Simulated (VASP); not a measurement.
# HfO2 (Fm-3m) in VASP: notebook

The runs below take HfO2 through single point, relaxation of cell and atoms, with PBEsol.

Everything below comes from runs of VASP 6.6.1. Logs are shortened: lines on timing, memory, paths and dates and some standing lists are left out, and cuts for length are marked.

## (1) The cell of the first run

The structure is cubic, space group Fm-3m (No. 225). The conventional cell has a = 5.008 Å, b = 5.008 Å, c = 5.008 Å, α = 90.00°, β = 90.00°, γ = 90.00°. Within 2.9 Å of Hf (site symmetry m-3m) lie 8 O at 2.17 Å. O (site symmetry -43m) has 4 Hf at 2.17 Å and 6 O at 2.50 Å within 2.9 Å.

## (2) Single point, PBEsol

Contents of INCAR:

```
PREC = Accurate
ENCUT = 520
EDIFF = 1E-7
ISMEAR = 0
SIGMA = 0.01
LREAL = F
LASPH = T
NELM = 100
ALGO = Normal
ISIF = 2
LWAVE = F
LCHARG = F
GGA = PS
NBANDS = 18
```

Contents of KPOINTS:

```
regular mesh
0
Gamma
  8 8 8
```

Contents of POSCAR:

```
HfO2
1.0
    0.0000000000      2.5037675012      2.5037675012
    2.5037675012      0.0000000000      2.5037675012
    2.5037675012      2.5037675012      0.0000000000
Hf O
1 2
Direct
    0.0000000000      0.0000000000      0.0000000000
    0.2500000000      0.2500000000      0.2500000000
    0.7500000000      0.7500000000      0.7500000000
```

Potentials or basis: VASP PAW PBE potentials, release 64 (Hf_pv, O).

Command:

```console
$ cat potpaw_PBE.64/Hf_pv/POTCAR potpaw_PBE.64/O/POTCAR > POTCAR
$ mpirun -np 1 vasp_std > vasp.out
```

OUTCAR:

```text
PREC = Accurate
   ENCUT = 520
   EDIFF = 1E-7
   ISMEAR = 0
   LREAL = F
   LASPH = T
   NELM = 100
   ISIF = 2
   GGA = PS

 ion  position               nearest neighbor table
   1  0.000  0.000  0.000-   3 2.17   3 2.17   3 2.17   2 2.17   2 2.17   2 2.17   3 2.17   2 2.17

   2  0.250  0.250  0.250-   1 2.17   1 2.17   1 2.17   1 2.17
   3  0.750  0.750  0.750-   1 2.17   1 2.17   1 2.17   1 2.17

  LATTYP: Found a face centered cubic cell.
 ALAT       =     5.0075350024

  Lattice vectors:

 A1 = (   0.0000000000,   2.5037675012,   2.5037675012)
 A2 = (   2.5037675012,   0.0000000000,   2.5037675012)
 A3 = (   2.5037675012,   2.5037675012,   0.0000000000)

Analysis of symmetry for initial positions (statically):
=====================================================================
 Subroutine PRICEL returns:
 Original cell was already a primitive cell.

 Routine SETGRP: Setting up the symmetry group for a
 face centered cubic supercell.

 Subroutine GETGRP returns: Found 48 space group operations
 (whereof 48 operations were pure point group operations)
 out of a pool of 48 trial point group operations.

The static configuration has the point symmetry O_h .

Analysis of symmetry for dynamics (positions and initial velocities):
=====================================================================
 Subroutine PRICEL returns:
 Original cell was already a primitive cell.

 Routine SETGRP: Setting up the symmetry group for a
 face centered cubic supercell.

 Subroutine GETGRP returns: Found 48 space group operations
 (whereof 48 operations were pure point group operations)
 out of a pool of 48 trial point group operations.

The dynamic configuration has the point symmetry O_h .

 Subroutine INISYM returns: Found 48 space group operations
 (whereof 48 operations are pure point group operations),
 and found     1 'primitive' translations

----------------------------------------------------------------------------------------

                                     Primitive cell

  volume of cell :      31.3915

  direct lattice vectors                    reciprocal lattice vectors
     0.000000000  2.503767501  2.503767501    -0.199699053  0.199699053  0.199699053
     2.503767501  0.000000000  2.503767501     0.199699053 -0.199699053  0.199699053
     2.503767501  2.503767501  0.000000000     0.199699053  0.199699053 -0.199699053

  length of vectors
     3.540861957  3.540861957  3.540861957     0.345888907  0.345888907  0.345888907

  position of ions in fractional coordinates (direct lattice)
     0.000000000  0.000000000  0.000000000
     0.250000000  0.250000000  0.250000000
     0.750000000  0.750000000  0.750000000

  ion indices of the primitive-cell ions
   primitive index   ion index
                 1           1
                 2           2
                 3           3

----------------------------------------------------------------------------------------

 KPOINTS: regular mesh

Automatic generation of k-mesh.
 Grid dimensions read from file:
 generate k-points for:    8    8    8

 Generating k-lattice:

  Cartesian coordinates                     Fractional coordinates (reciprocal lattice)
    -0.024962382  0.024962382  0.024962382     0.125000000  0.000000000  0.000000000
     0.024962382 -0.024962382  0.024962382     0.000000000  0.125000000  0.000000000
     0.024962382  0.024962382 -0.024962382     0.000000000  0.000000000  0.125000000

  Length of vectors
     0.043236113  0.043236113  0.043236113

  Shift w.r.t. Gamma in fractional coordinates (k-lattice)
     0.000000000  0.000000000  0.000000000

 Subroutine IBZKPT returns following result:
 ===========================================

 Found     29 irreducible k-points:

 Following reciprocal coordinates:
            Coordinates               Weight
  0.000000  0.000000  0.000000      1.000000
  0.125000  0.000000  0.000000      8.000000
  0.250000  0.000000  0.000000      8.000000
  0.375000  0.000000  0.000000      8.000000
  0.500000  0.000000  0.000000      4.000000
  0.125000  0.125000  0.000000      6.000000
[... 16 lines left out ...]
  0.500000  0.250000  0.125000     48.000000
 -0.375000  0.250000  0.125000     24.000000
 [... further k-points ...]
   k-points           NKPTS =     29   k-points in BZ     NKDIM =     29   number of bands    NBANDS=     18
   number of dos      NEDOS =    301   number of ions     NIONS =      3
   total plane-waves  NPLWV =  21952
   dimension x,y,z NGX =    28 NGY =   28 NGZ =   28
   dimension x,y,z NGXF=    56 NGYF=   56 NGZF=   56
   ions per type =               1   2
   NGX,Y,Z   is equivalent  to a cutoff of  13.15, 13.15, 13.15 a.u.
   NGXF,Y,Z  is equivalent  to a cutoff of  26.29, 26.29, 26.29 a.u.
 SYSTEM =  unknown system
   PREC   = accura    normal or accurate (medium, high low for compatibility)
   ISTART =      0    job   : 0-new  1-cont  2-samecut
   ICHARG =      2    charge: 1-file 2-atom 10-const
   ISPIN  =      1    spin polarized calculation?
   LNONCOLLINEAR =      F non collinear calculations
   LSORBIT =      F    spin-orbit coupling
   LASPH  =      T    aspherical Exc in radial PAW
   ENCUT  =  520.0 eV  38.22 Ry    6.18 a.u.   6.58  6.58  6.58*2*pi/ulx,y,z
   NELM   =    100;   NELMIN=  2; NELMDL= -5     # of ELM steps
   EDIFF  = 0.1E-06   stopping-criterion for ELM
   LREAL  =      F    real-space projection
   EDIFFG = 0.1E-05   stopping-criterion for IOM
   NSW    =      0    number of steps for IOM
   IBRION =     -1    ionic relax: 0-MD 1-quasi-New 2-CG
   NFREE  =      0    steps in history (QN), initial steepest desc. (CG)
   ISIF   =      2    stress and relaxation
   ISYM   =      2    0-nonsym 1-usesym 2-fastsym
   POTIM  = 0.5000    time-step for ionic-motion
   TEBEG  =    0.0;   TEEND  =   0.0 temperature during run
   PSTRESS=    0.0 pullay stress
   NELECT =      22.0000    total number of electrons
   NUPDOWN=      -1.0000    fix difference up-down
   EMIN   =  10.00;   EMAX   =-10.00  energy-range for DOS
   EFERMI =   0.00;   METHOD = LEGACY
   ISMEAR =     0;   SIGMA  =   0.01  broadening in eV -4-tet -1-fermi 0-gaus
   EFERMI_NEDOS =   21; number of points for ismear=-14 and -15
   IALGO  =     38    algorithm
   IMIX   =      4    mixing-type and parameters
     AMIX     =   0.40;   BMIX     =  1.00
     AMIX_MAG =   1.60;   BMIX_MAG =  1.00
  volume/ion in A,a.u.               =      10.46        70.61
  Fermi-wavevector in a.u.,A,eV,Ry     =   1.454158  2.747961 28.770564  2.114577
  Thomas-Fermi vector in A             =   2.571341
   LORBIT       =      0    0 simple, 1 ext, 2 COOP (PROOUT), +10 PAW based schemes
   GGA     = PS    functional components
   LHFCALC =     F    Hartree Fock is set to
   AEXX    =    0.0000 exact exchange contribution
   IVDW    =     0    specifies the selected vdW correction
   LEPSILON=     F    determine dielectric tensor
   LRPA    =     F    only Hartree local field effects (RPA)
 non-spin polarized calculation
 Gauss-broadening in eV      SIGMA  =   0.01
  energy-cutoff  :      520.00
  volume of cell :       31.39
 maximum number of plane-waves:       877
 NGX is ok and might be reduce to    28
   NGX = 13   NGY = 13   NGZ = 13

 number of electron      21.9999999 magnetization

 Free energy of the ion-electron system (eV)
  ---------------------------------------------------
  ext. energy  EPLUGINS =         0.00000000
  ---------------------------------------------------
  free energy    TOTEN  =       -31.63508333 eV

  energy without entropy =      -31.63508333  energy(sigma->0) =      -31.63508333

 E-fermi :   4.5485     XC(G=0): -12.3046

 val. band max:        4.4551408309   @ k =   0.5000   0.5000   0.0000
 cond. band min:       8.2215794238   @ k =   0.5000   0.5000   0.0000
 fundamental gap:      3.7664385929
 Fermi energy:         4.5484986294

 k-point     1 :       0.0000    0.0000    0.0000
  band No.  band energies     occupation
      1     -25.0037      2.00000
      2     -25.0037      2.00000
      3     -25.0037      2.00000
      4     -14.4708      2.00000
      5     -11.1790      2.00000
      6      -1.1808      2.00000
[... 10 lines left out ...]
     17      15.3494      0.00000
     18      18.2064      0.00000

 k-point     2 :       0.1250    0.0000    0.0000
  band No.  band energies     occupation
      1     -25.0866      2.00000
      2     -25.0125      2.00000
      3     -25.0125      2.00000
      4     -14.2378      2.00000
      5     -11.3697      2.00000
      6      -1.0219      2.00000
[... 10 lines left out ...]
     17      15.0524      0.00000
     18      18.1268      0.00000

 k-point     3 :       0.2500    0.0000    0.0000
  band No.  band energies     occupation
      1     -25.2774      2.00000
      2     -25.0338      2.00000
      3     -25.0338      2.00000
      4     -13.6940      2.00000
      5     -11.7408      2.00000
      6      -0.6317      2.00000
[... 10 lines left out ...]
     17      14.5343      0.00000
     18      17.3339      0.00000

 k-point     4 :       0.3750    0.0000    0.0000
  band No.  band energies     occupation
      1     -25.4564      2.00000
      2     -25.0549      2.00000
      3     -25.0549      2.00000
      4     -13.2562      2.00000
      5     -11.9142      2.00000
      6      -0.2506      2.00000
[... 10 lines left out ...]
     17      14.2639      0.00000
     18      16.9745      0.00000

 k-point     5 :       0.5000    0.0000    0.0000
  band No.  band energies     occupation
      1     -25.5276      2.00000
      2     -25.0636      2.00000
      3     -25.0636      2.00000
      4     -13.1567      2.00000
      5     -11.8770      2.00000
      6      -0.1067      2.00000
[... 10 lines left out ...]
     17      14.2250      0.00000
     18      17.3963      0.00000

 k-point     6 :       0.1250    0.1250    0.0000
  band No.  band energies     occupation
      1     -25.0937      2.00000
      2     -25.0257      2.00000
      3     -25.0257      2.00000
      4     -14.1553      2.00000
      5     -11.4351      2.00000
      6      -0.9958      2.00000
[... 10 lines left out ...]
     17      15.0020      0.00000
     18      18.0361      0.00000

 k-point     7 :       0.2500    0.1250    0.0000
  band No.  band energies     occupation
      1     -25.2346      2.00000
      2     -25.0499      2.00000
      3     -25.0488      2.00000
      4     -13.6954      2.00000
      5     -11.7527      2.00000
      6      -0.6972      2.00000
[... 10 lines left out ...]
     17      14.6318      0.00000
     18      17.8140      0.00000

 k-point     8 :       0.3750    0.1250    0.0000
  band No.  band energies     occupation
      1     -25.4018      2.00000
      2     -25.0849      2.00000
      3     -25.0710      2.00000
      4     -13.1853      2.00000
      5     -12.0006      2.00000
      6      -0.3702      2.00000
[... 10 lines left out ...]
     17      14.8020      0.00000
     18      17.3301      0.00000
[... 229 lines left out ...]
     17      16.7451      0.00000
     18      18.1553      0.00000

 k-point    20 :      -0.3750    0.3750    0.0000
  band No.  band energies     occupation
      1     -25.4482      2.00000
      2     -25.2821      2.00000
      3     -25.1235      2.00000
      4     -12.5081      2.00000
      5     -12.1605      2.00000
      6      -1.6543      2.00000
[... 10 lines left out ...]
     17      17.1808      0.00000
     18      18.1167      0.00000

 k-point    21 :       0.5000    0.5000    0.0000
  band No.  band energies     occupation
      1     -25.5572      2.00000
      2     -25.1523      2.00000
      3     -25.1523      2.00000
      4     -12.6022      2.00000
      5     -12.0408      2.00000
      6      -2.3592      2.00000
[... 10 lines left out ...]
     17      17.9737      0.00000
     18      18.1141      0.00000

 k-point    22 :       0.3750    0.2500    0.1250
  band No.  band energies     occupation
      1     -25.3348      2.00000
      2     -25.1207      2.00000
      3     -25.0611      2.00000
      4     -13.2180      2.00000
      5     -12.0258      2.00000
      6      -0.6170      2.00000
[... 10 lines left out ...]
     17      14.6035      0.00000
     18      17.9097      0.00000

 k-point    23 :       0.5000    0.2500    0.1250
  band No.  band energies     occupation
      1     -25.4222      2.00000
      2     -25.1880      2.00000
      3     -25.0851      2.00000
      4     -12.8114      2.00000
      5     -12.1623      2.00000
      6      -0.6286      2.00000
[... 10 lines left out ...]
     17      15.4068      0.00000
     18      17.8260      0.00000

 k-point    24 :      -0.3750    0.2500    0.1250
  band No.  band energies     occupation
      1     -25.4562      2.00000
      2     -25.2149      2.00000
      3     -25.0971      2.00000
      4     -12.7419      2.00000
      5     -12.0992      2.00000
      6      -0.6324      2.00000
[... 10 lines left out ...]
     17      15.5052      0.00000
     18      17.8654      0.00000

 [... further k-points ...]

------------------------ aborting loop because EDIFF is reached ----------------------------------------

  FORCE on cell =-STRESS in cart. coord.  units (eV):
  Direction    XX          YY          ZZ          XY          YZ          ZX
  --------------------------------------------------------------------------------------
  -------------------------------------------------------------------------------------
  Total        0.4098988      0.4098988      0.4098988     -0.0000000      0.0000000      0.0000000
  in kB       20.9206512     20.9206512     20.9206512     -0.0000000      0.0000000      0.0000000
  external PRESSURE =      20.9206512 kB  Pullay stress =       0.0000000 kB

 VOLUME and BASIS-vectors are now :
 -----------------------------------------------------------------------------
  energy-cutoff  :      520.00
  volume of cell :       31.39
      direct lattice vectors                 reciprocal lattice vectors
     0.000000000  2.503767501  2.503767501    -0.199699053  0.199699053  0.199699053
     2.503767501  0.000000000  2.503767501     0.199699053 -0.199699053  0.199699053
     2.503767501  2.503767501  0.000000000     0.199699053  0.199699053 -0.199699053

 POSITION                                       TOTAL-FORCE (eV/Angst)
 -----------------------------------------------------------------------------------
      0.00000      0.00000      0.00000         0.000000     -0.000000      0.000000
      1.25188      1.25188      1.25188         0.000000      0.000000      0.000000
      3.75565      3.75565      3.75565        -0.000000     -0.000000     -0.000000
 -----------------------------------------------------------------------------------
    total drift:                                0.000000      0.000000      0.000000

  FREE ENERGIE OF THE ION-ELECTRON SYSTEM (eV)
  ---------------------------------------------------
  free  energy   TOTEN  =       -31.6350833277 eV

  energy  without entropy=      -31.6350833277  energy(sigma->0) =      -31.63508333
```

Wall time 26 s (1 thread of Intel Xeon 8259CL, shared host); peak memory 0.16 GiB.

Results:

```
Free energy            : -31.6351 eV
Pressure               : 2.1 GPa
Band gap on the k mesh : 3.77 eV
```

Levels at points of the mesh, in eV from the valence-band top:
```tsv
k point	band 9	band 10	band 11	band 12	band 13	band 14
(0.00, 0.00, 0.00)	-0.63	-0.63	-0.63	3.86	3.86	5.94
(0.50, 0.00, 0.00)	-2.86	-1.90	-1.90	4.65	4.65	7.31
(0.50, 0.50, 0.00)	-1.61	-1.61	0.00	3.77	5.63	6.94
```

Caveat: the PAW data sets were made with another functional, which shifts forces and pressure a little; spin-orbit coupling is left out, which moves the levels of the heavy elements. A k mesh can miss the band edges.

(Part 1 of 2 ends here.)
